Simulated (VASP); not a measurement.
# BH3 in VASP: relaxation of the atoms with PBE

Aim: the relaxation of the atoms of BH3 with PBE.

Program: VASP 6.6.1. These are calculated values, not measurements. Logs are shortened: lines on timing, memory, paths and dates and some standing lists are left out, and cuts for length are marked.

### 1 The cell of the first run

The cell holds a molecule in a box, 4 atoms: a = 15.000 Å, b = 15.500 Å, c = 16.000 Å, α = 90.00°, β = 90.00°, γ = 90.00°.

### 2 Relaxation of the atoms, PBE

Contents of INCAR:

```
PREC = Accurate
ENCUT = 520
EDIFF = 1E-6
ISMEAR = 0
SIGMA = 0.005
LREAL = F
LASPH = T
NELM = 60
ALGO = Normal
ISIF = 2
LWAVE = F
LCHARG = F
GGA = PE
IBRION = 2
NSW = 100
EDIFFG = -0.01
ISYM = 0
```

Contents of KPOINTS:

```
Automatic mesh
0
Gamma
  1 1 1
```

Contents of POSCAR:

```
BH3
1.0
   15.0000000000      0.0000000000      0.0000000000
    0.0000000000     15.5000000000      0.0000000000
    0.0000000000      0.0000000000     16.0000000000
B H
1 3
Direct
    0.5014835211      0.4989027168      0.4910818517
    0.5760151842      0.5008087349      0.5017802262
    0.4625801021      0.5641881712      0.5050559484
    0.4599211926      0.4361003771      0.5020819737
```

Potentials or basis: VASP PAW PBE potentials, release 64 (B, H).

Run with:

```bash
$ cat potpaw_PBE.64/B/POTCAR potpaw_PBE.64/H/POTCAR > POTCAR
$ mpirun -np 1 vasp_gam > vasp.out
```

OUTCAR:

```text
PREC = Accurate
   ENCUT = 520
   EDIFF = 1E-6
   ISMEAR = 0
   LREAL = F
   LASPH = T
   NELM = 60
   ISIF = 2
   GGA = PE
   IBRION = 2
   NSW = 100
   EDIFFG = -0.01
   ISYM = 0

 ion  position               nearest neighbor table
   1  0.501  0.499  0.491-   2 1.13   4 1.17   3 1.19
   2  0.576  0.501  0.502-   1 1.13
   3  0.463  0.564  0.505-   1 1.19
   4  0.460  0.436  0.502-   1 1.17

IMPORTANT INFORMATION: All symmetrisations will be switched off!
NOSYMM: (Re-)initialisation of all symmetry stuff for point group C_1.

----------------------------------------------------------------------------------------

                                     Primitive cell

  volume of cell :    3720.0000

  direct lattice vectors                    reciprocal lattice vectors
    15.000000000  0.000000000  0.000000000     0.066666667  0.000000000  0.000000000
     0.000000000 15.500000000  0.000000000     0.000000000  0.064516129  0.000000000
     0.000000000  0.000000000 16.000000000     0.000000000  0.000000000  0.062500000

  length of vectors
    15.000000000 15.500000000 16.000000000     0.066666667  0.064516129  0.062500000

  position of ions in fractional coordinates (direct lattice)
     0.501483521  0.498902717  0.491081852
     0.576015184  0.500808735  0.501780226
     0.462580102  0.564188171  0.505055948
     0.459921193  0.436100377  0.502081974

  ion indices of the primitive-cell ions
   primitive index   ion index
                 1           1
                 2           2
                 3           3
                 4           4

----------------------------------------------------------------------------------------

 KPOINTS: Automatic mesh

Automatic generation of k-mesh.
 Grid dimensions read from file:
 generate k-points for:    1    1    1

 Generating k-lattice:

  Cartesian coordinates                     Fractional coordinates (reciprocal lattice)
     0.066666667  0.000000000  0.000000000     1.000000000  0.000000000  0.000000000
     0.000000000  0.064516129  0.000000000     0.000000000  1.000000000  0.000000000
     0.000000000  0.000000000  0.062500000     0.000000000  0.000000000  1.000000000

  Length of vectors
     0.066666667  0.064516129  0.062500000

  Shift w.r.t. Gamma in fractional coordinates (k-lattice)
     0.000000000  0.000000000  0.000000000

 Subroutine IBZKPT returns following result:
[... 26 lines left out ...]
   LREAL  =      F    real-space projection
   EDIFFG = -.1E-01   stopping-criterion for IOM
   NSW    =    100    number of steps for IOM
   IBRION =      2    ionic relax: 0-MD 1-quasi-New 2-CG
   NFREE  =      1    steps in history (QN), initial steepest desc. (CG)
   ISIF   =      2    stress and relaxation
   ISYM   =      0    0-nonsym 1-usesym 2-fastsym
   POTIM  = 0.5000    time-step for ionic-motion
   TEBEG  =    0.0;   TEEND  =   0.0 temperature during run
   PSTRESS=    0.0 pullay stress
   NELECT =       6.0000    total number of electrons
   NUPDOWN=      -1.0000    fix difference up-down
   EMIN   =  10.00;   EMAX   =-10.00  energy-range for DOS
   EFERMI =   0.00;   METHOD = LEGACY
   ISMEAR =     0;   SIGMA  =   0.01  broadening in eV -4-tet -1-fermi 0-gaus
   EFERMI_NEDOS =   21; number of points for ismear=-14 and -15
   IALGO  =     38    algorithm
   IMIX   =      4    mixing-type and parameters
     AMIX     =   0.40;   BMIX     =  1.00
     AMIX_MAG =   1.60;   BMIX_MAG =  1.00
  volume/ion in A,a.u.               =     930.00      6275.95
  Fermi-wavevector in a.u.,A,eV,Ry     =   0.191990  0.362808  0.501511  0.036860
  Thomas-Fermi vector in A             =   0.934314
   LORBIT       =      0    0 simple, 1 ext, 2 COOP (PROOUT), +10 PAW based schemes
   GGA     = PE    functional components
   LHFCALC =     F    Hartree Fock is set to
   AEXX    =    0.0000 exact exchange contribution
   IVDW    =     0    specifies the selected vdW correction
   LEPSILON=     F    determine dielectric tensor
   LRPA    =     F    only Hartree local field effects (RPA)
 conjugate gradient relaxation of ions
 non-spin polarized calculation
 Gauss-broadening in eV      SIGMA  =   0.01
  energy-cutoff  :      520.00
  volume of cell :     3720.00
 maximum number of plane-waves:     50071
 NGX is ok and might be reduce to   112
   NGX = 55   NGY = 57   NGZ = 59

--------------------------------------- Ionic step        1  -------------------------------------------

 number of electron       6.0000000 magnetization

 Free energy of the ion-electron system (eV)
  ---------------------------------------------------
  ext. energy  EPLUGINS =         0.00000000
  ---------------------------------------------------
  free energy    TOTEN  =       -15.58654594 eV

  energy without entropy =      -15.58654594  energy(sigma->0) =      -15.58654594

------------------------ aborting loop because EDIFF is reached ----------------------------------------

  FORCE on cell =-STRESS in cart. coord.  units (eV):
  Direction    XX          YY          ZZ          XY          YZ          ZX
  --------------------------------------------------------------------------------------
  -------------------------------------------------------------------------------------
  Total        2.4019287      1.1324595     -0.3899399      0.1332997     -0.0753149      0.2286495
  in kB        1.0344935      0.4877422     -0.1679443      0.0574112     -0.0324376      0.0984777
  external PRESSURE =       0.4514304 kB  Pullay stress =       0.0000000 kB
[... 95 lines left out ...]
  FREE ENERGIE OF THE ION-ELECTRON SYSTEM (eV)
  ---------------------------------------------------
  free  energy   TOTEN  =       -15.7652079276 eV

  energy  without entropy=      -15.7652079276  energy(sigma->0) =      -15.76520793

[... ionic steps 4 to 12 ...]

--------------------------------------- Ionic step       13  -------------------------------------------

 number of electron       6.0000000 magnetization

------------------------ aborting loop because EDIFF is reached ----------------------------------------
[... 71 lines left out ...]
--------------------------------------- Ionic step       15  -------------------------------------------

 number of electron       6.0000000 magnetization

 Free energy of the ion-electron system (eV)
  ---------------------------------------------------
  ext. energy  EPLUGINS =         0.00000000
  ---------------------------------------------------
  free energy    TOTEN  =       -15.87815071 eV

  energy without entropy =      -15.87815071  energy(sigma->0) =      -15.87815071

 E-fermi :  -8.4019     XC(G=0):  -0.2100

 val. band max:       -8.4310893585   @ k =   0.0000   0.0000   0.0000
 cond. band min:      -3.0241420993   @ k =   0.0000   0.0000   0.0000
 fundamental gap:      5.4069472592
 Fermi energy:        -8.4018894107

 k-point     1 :       0.0000    0.0000    0.0000
  band No.  band energies     occupation
      1     -12.5441      2.00000
      2      -8.4354      2.00000
      3      -8.4311      2.00000
      4      -3.0241      0.00000
      5      -0.2025      0.00000
      6       0.3323      0.00000
      7       0.4612      0.00000
[... 29 lines left out ...]
  FREE ENERGIE OF THE ION-ELECTRON SYSTEM (eV)
  ---------------------------------------------------
  free  energy   TOTEN  =       -15.8781507065 eV

  energy  without entropy=      -15.8781507065  energy(sigma->0) =      -15.87815071

 reached required accuracy - stopping structural energy minimisation
```

CONTCAR:

```text
BH3
   1.00000000000000
    15.0000000000000000    0.0000000000000000    0.0000000000000000
     0.0000000000000000   15.5000000000000000    0.0000000000000000
     0.0000000000000000    0.0000000000000000   16.0000000000000000
  B               H
     1     3
Direct
     0.4999924994871771    0.5000191131372920    0.4999894294575413
     0.5798667996066116    0.4994427134677925    0.4989799669912462
     0.4605288020944823    0.5672115871532263    0.5020359136465842
     0.4596118988117290    0.4333265862416892    0.4989946899046282

  0.00000000E+00  0.00000000E+00  0.00000000E+00
  0.00000000E+00  0.00000000E+00  0.00000000E+00
  0.00000000E+00  0.00000000E+00  0.00000000E+00
  0.00000000E+00  0.00000000E+00  0.00000000E+00
```

It took 40 min on 1 thread of Intel Xeon Platinum 8175M at 2.50GHz (Skylake/Cascade Lake), shared host; peak memory 2.1 GiB.

What came out:

| Item | Value |
| --- | --- |
| Free energy | -15.8782 eV |
| Energy gained by relaxing | 72.9 meV/atom |
| Ionic steps | 15 |
| Largest force after relaxing | 0.005 eV/Å |
| Gap between the frontier levels | 5.41 eV |

Forces on the atoms (eV/Å):
```
B    0.000 -0.001  0.003
H    0.003  0.004 -0.001
H    0.001 -0.001 -0.001
H   -0.005 -0.002 -0.001
```

The path:
| step | energy change (eV) | largest force (eV/Å) | pressure (GPa) |
| --- | --- | --- | --- |
| 1 | 0.0000 | 2.3433 | 0.05 |
| 2 | -0.1461 | 2.8233 | 0.00 |
| 3 | -0.1787 | 1.9637 | 0.01 |
| 4 | -0.2602 | 0.7562 | -0.03 |
| 5 | -0.2797 | 0.4896 | -0.02 |
| 6 | -0.2896 | 0.2957 | 0.00 |
| 7 | -0.2897 | 0.2696 | 0.00 |
| 8 | -0.2902 | 0.2318 | 0.00 |
| 9 | -0.2910 | 0.0679 | 0.00 |
| 10 | -0.2914 | 0.0382 | 0.00 |
| 11 | -0.2915 | 0.0273 | 0.00 |
| 12 | -0.2916 | 0.0225 | 0.00 |
| 13 | -0.2916 | 0.0258 | 0.00 |
| 14 | -0.2916 | 0.0360 | 0.00 |
| 15 | -0.2916 | 0.0052 | 0.00 |

Final structure:
```cif
data_structure
_symmetry_space_group_name_H-M 'P 1'
_symmetry_Int_Tables_number 1
_cell_length_a 15.0000
_cell_length_b 15.5000
_cell_length_c 16.0000
_cell_angle_alpha 90.000
_cell_angle_beta 90.000
_cell_angle_gamma 90.000
_cell_volume 3720.00
loop_
_atom_site_label
_atom_site_type_symbol
_atom_site_fract_x
_atom_site_fract_y
_atom_site_fract_z
_atom_site_occupancy
B1 B 0.49999 0.50002 0.49999 1
H1 H 0.57987 0.49944 0.49898 1
H2 H 0.46053 0.56721 0.50204 1
H3 H 0.45961 0.43333 0.49899 1
```

Levels at points of the mesh, in eV from the valence-band top:
```tsv
k point	band 1	band 2	band 3	band 4	band 5	band 6
(0.00, 0.00, 0.00)	-4.11	0.00	0.00	5.41	8.23	8.76
```
